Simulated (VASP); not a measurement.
# NaF2 (P-3m1) in VASP: further runs, part 2 of 2

VASP 6.6.1.

### Step 3. Single point, PBE, collinear spin (atoms taken out)

INCAR reads:

```
PREC = Accurate
ENCUT = 520
EDIFF = 1E-6
ISMEAR = 0
SIGMA = 0.1
LREAL = False
LASPH = True
NELM = 150
ALGO = Normal
ISIF = 2
LWAVE = False
LCHARG = True
ISPIN = 2
MAGMOM = 0 0.54 0.54
LORBIT = 11
GGA = PE
LELF = True
LVHAR = True
NBANDS = 22
```

KPOINTS reads:

```
regular mesh
0
Gamma
  12 12 12
```

POSCAR reads:

```
NaF2
1.0
    3.6607493804      0.0000000000      0.0000000000
   -1.8303746902      3.1703019603      0.0000000000
    0.0000000000      0.0000000000      3.7059564638
Na F
1 2
Direct
    0.0000000000      0.0000000000      0.0000000000
    0.3333333333      0.6666666667      0.2549437697
    0.6666666667      0.3333333333      0.7450562303
```

Potentials or basis: VASP PAW PBE potentials, release 64 (Na_pv, F).

Started as:

```sh
$ cat potpaw_PBE.64/Na_pv/POTCAR potpaw_PBE.64/F/POTCAR > POTCAR
$ mpirun -np 1 vasp_std > vasp.out
```

OUTCAR:

```text
PREC = Accurate
   ENCUT = 520
   EDIFF = 1E-6
   ISMEAR = 0
   LREAL = False
   LASPH = True
   NELM = 150
   ISIF = 2
   ISPIN = 2
   LORBIT = 11
   GGA = PE

 ion  position               nearest neighbor table
   1  0.000  0.000  0.000-   2 2.32   3 2.32   2 2.32   3 2.32   3 2.32   2 2.32
   2  0.333  0.667  0.255-   1 2.32   1 2.32   1 2.32
   3  0.667  0.333  0.745-   1 2.32   1 2.32   1 2.32

  LATTYP: Found a hexagonal cell.
 ALAT       =     3.6607493804
 C/A-ratio  =     1.0123491337

  Lattice vectors:

 A1 = (   3.6607493804,   0.0000000000,   0.0000000000)
 A2 = (  -1.8303746902,   3.1703019603,   0.0000000000)
 A3 = (   0.0000000000,   0.0000000000,   3.7059564638)

Analysis of symmetry for initial positions (statically):
=====================================================================
 Subroutine PRICEL returns:
 Original cell was already a primitive cell.

 Routine SETGRP: Setting up the symmetry group for a
 hexagonal supercell.
[... 1394 lines left out ...]
     22      22.6500      0.00000

 [... further k-points ...]

------------------------ aborting loop because EDIFF is reached ----------------------------------------

  FORCE on cell =-STRESS in cart. coord.  units (eV):
  Direction    XX          YY          ZZ          XY          YZ          ZX
  --------------------------------------------------------------------------------------
  -------------------------------------------------------------------------------------
  Total       -0.0584535     -0.0584535     -0.0765629      0.0000000     -0.0000000      0.0000000
  in kB       -2.1774609     -2.1774609     -2.8520547      0.0000000     -0.0000000      0.0000000
  external PRESSURE =      -2.4023255 kB  Pullay stress =       0.0000000 kB

 VOLUME and BASIS-vectors are now :
 -----------------------------------------------------------------------------
  energy-cutoff  :      520.00
  volume of cell :       43.01
      direct lattice vectors                 reciprocal lattice vectors
     3.660749380  0.000000000  0.000000000     0.273168113  0.157713684  0.000000000
    -1.830374690  3.170301960  0.000000000     0.000000000  0.315427367  0.000000000
     0.000000000  0.000000000  3.705956464     0.000000000  0.000000000  0.269835874

 POSITION                                       TOTAL-FORCE (eV/Angst)
 -----------------------------------------------------------------------------------
      0.00000      0.00000      0.00000        -0.000000      0.000000      0.000000
     -0.00000      2.11353      0.94481         0.000000      0.000000      0.005090
      1.83037      1.05677      2.76115        -0.000000      0.000000     -0.005090
 -----------------------------------------------------------------------------------
    total drift:                                0.000000     -0.000000      0.000000

  FREE ENERGIE OF THE ION-ELECTRON SYSTEM (eV)
  ---------------------------------------------------
  free  energy   TOTEN  =        -9.8225439069 eV

  energy  without entropy=       -9.8090540434  energy(sigma->0) =       -9.81579898

 total charge

# of ion       s       p       d       tot
------------------------------------------
    1        0.040   5.986   0.000   6.026
    2        1.747   4.195   0.000   5.942
    3        1.747   4.195   0.000   5.942
--------------------------------------------------
tot          3.534  14.376   0.000  17.910

 magnetization (x)

# of ion       s       p       d       tot
------------------------------------------
    1       -0.002  -0.001   0.000  -0.003
    2        0.002   0.447   0.000   0.449
    3        0.002   0.447   0.000   0.449
--------------------------------------------------
tot          0.003   0.893   0.000   0.896
```

OSZICAR:

```text
N       E                     dE             d eps       ncg     rms          rms(c)
DAV:   1     0.185161659925E+03    0.18516E+03   -0.10723E+04 17480   0.103E+03
DAV:   2     0.263586975548E+01   -0.18253E+03   -0.17276E+03 17698   0.340E+02
DAV:   3    -0.100082044562E+02   -0.12644E+02   -0.12468E+02 20248   0.791E+01
DAV:   4    -0.101576369093E+02   -0.14943E+00   -0.14939E+00 19192   0.933E+00
DAV:   5    -0.101592144382E+02   -0.15775E-02   -0.15775E-02 20280   0.946E-01    0.411E+00
DAV:   6    -0.981676295653E+01    0.34245E+00   -0.90230E-01 20614   0.757E+00    0.199E+00
DAV:   7    -0.980916953702E+01    0.75934E-02   -0.47257E-02 19096   0.208E+00    0.112E+00
DAV:   8    -0.981457997373E+01   -0.54104E-02   -0.32577E-02 19300   0.162E+00    0.449E-01
DAV:   9    -0.982025462174E+01   -0.56746E-02   -0.44306E-03 18420   0.612E-01    0.245E-01
DAV:  10    -0.982169554398E+01   -0.14409E-02   -0.12469E-03 18816   0.331E-01    0.131E-01
DAV:  11    -0.982236790584E+01   -0.67236E-03   -0.50858E-04 19686   0.242E-01    0.444E-02
DAV:  12    -0.982251660265E+01   -0.14870E-03   -0.15170E-04 17842   0.979E-02    0.143E-02
DAV:  13    -0.982253925165E+01   -0.22649E-04   -0.12305E-05 19510   0.245E-02    0.706E-03
DAV:  14    -0.982254375271E+01   -0.45011E-05   -0.31306E-06 18616   0.134E-02    0.207E-03
DAV:  15    -0.982254390690E+01   -0.15419E-06   -0.21188E-07 16902   0.397E-03
   1 F= -.98225439E+01 E0= -.98157990E+01  d E =-.134899E-01  mag=     1.0000
```

stdout:

```text
POSCAR found type information on POSCAR NaF
 POSCAR found :  2 types and       3 ions
 scaLAPACK will be used
 LDA part: xc-table for (Slater+PW92), standard interpolation
 POSCAR, INCAR and KPOINTS ok, starting setup
 FFT: planning ... GRIDC
 FFT: planning ... GRID_SOFT
 FFT: planning ... GRID
 WAVECAR not read
 entering main loop
```

Run time: 10 min. Hardware: 1 thread of Oxide Virtual Turin-like, shared host; peak memory 0.31 GiB.

Results:

```yaml
Free_energy: -9.8225 eV
Pressure: -0.2 GPa
Largest_force: 0.005 eV/Å
Band_gap_on_the_k_mesh: zero (filled and empty bands overlap)
Net_moment: 1.00 μB per cell
Site_moments: Na -0.00; F +0.45 μB
Valence_electrons_inside_the_program's_atomic_spheres: Na 6.03; F 5.94
```

Forces in eV/Å, atoms in the order of the input:
```
Na   0.000  0.000  0.000
F    0.000  0.000  0.005
F    0.000  0.000 -0.005
```

Levels at points of the mesh, in eV from the Fermi level:
Spin up:
```
           k point  band 8  band 9  band 10  band 11  band 12  band 13  band 14  band 15
(0.00, 0.00, 0.00)   -1.54   -1.02    -0.78    -0.78     7.36    14.45    17.19    18.28
(0.50, 0.00, 0.00)   -1.73   -1.47    -1.15    -0.70    11.16    11.78    14.69    18.34
(0.00, 0.00, 0.50)   -1.19   -1.19    -1.10    -1.10    10.13    10.86    18.11    18.11
(0.50, 0.00, 0.50)   -1.27   -1.17    -0.87    -0.87    12.27    14.05    14.09    14.15
```
Spin down:
| k point | band 8 | band 9 | band 10 | band 11 | band 12 | band 13 |
| --- | --- | --- | --- | --- | --- | --- |
| (0.00, 0.00, 0.00) | -0.98 | -0.18 | -0.18 | 0.41 | 7.52 | 14.55 |
| (0.50, 0.00, 0.00) | -0.59 | -0.55 | -0.10 | -0.10 | 11.34 | 11.98 |
| (0.00, 0.00, 0.50) | -0.61 | -0.61 | -0.52 | -0.52 | 10.41 | 11.17 |
| (0.50, 0.00, 0.50) | -0.70 | -0.59 | 0.13 | 0.13 | 12.40 | 14.17 |

Caveat: the cell differs from its parent crystal (atoms taken out).
